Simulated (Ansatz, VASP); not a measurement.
One calculation of K2LiAsF6, two programs

```xyz
10
Lattice="0.0000 4.1732 4.1732 4.1732 0.0000 4.1732 4.1732 4.1732 0.0000" Properties=species:S:1:pos:R:3 pbc="T T T"
K     6.2598    6.2598    6.2598
K     2.0866    2.0866    2.0866
Li    4.1732    4.1732    4.1732
As    0.0000    0.0000    0.0000
F     2.0731    4.1732    4.1732
F     4.1732    4.1732    2.0731
F     6.2733    4.1732    4.1732
F     4.1732    2.0731    4.1732
F     4.1732    6.2733    4.1732
F     4.1732    4.1732    6.2733
```

Alike in both runs: task relaxation of cell and atoms; functional LDA; k mesh 6 × 6 × 6; occupations gaussian, width 0.02 eV; no spin polarisation.

```csv
,VASP,Ansatz
version,VASP 6.6.1,Ansatz 0.2.0
potentials or method,"VASP PAW LDA potentials, release 64 (K_sv, Li_sv, As, F), cutoff 600 eV","scalar-relativistic, plane waves, PAW"
valence electrons in the cell,68,78
```

VASP gave:

- gap on the k mesh at the Fermi level, each at its own relaxed structure (eV): 4.48
- relaxed volume (Å³/atom): 12.69
- relaxed cell length with the largest relative difference (Å): 5.641

Problem. Which values does Ansatz return?

Solution. gap on the k mesh at the Fermi level, each at its own relaxed structure (eV): 4.52; relaxed volume (Å³/atom): 12.75; relaxed cell length with the largest relative difference (Å): 5.649.

LDA's correlation is that of Perdew and Zunger in VASP and of Perdew and Wang (1992) in Ansatz. VASP's potentials hold 68 valence electrons a cell and Ansatz's 78, so a difference there can come from the potentials and not from the codes.

Noted on VASP's run: the cutoff is short for stress, so the pressure is rough.
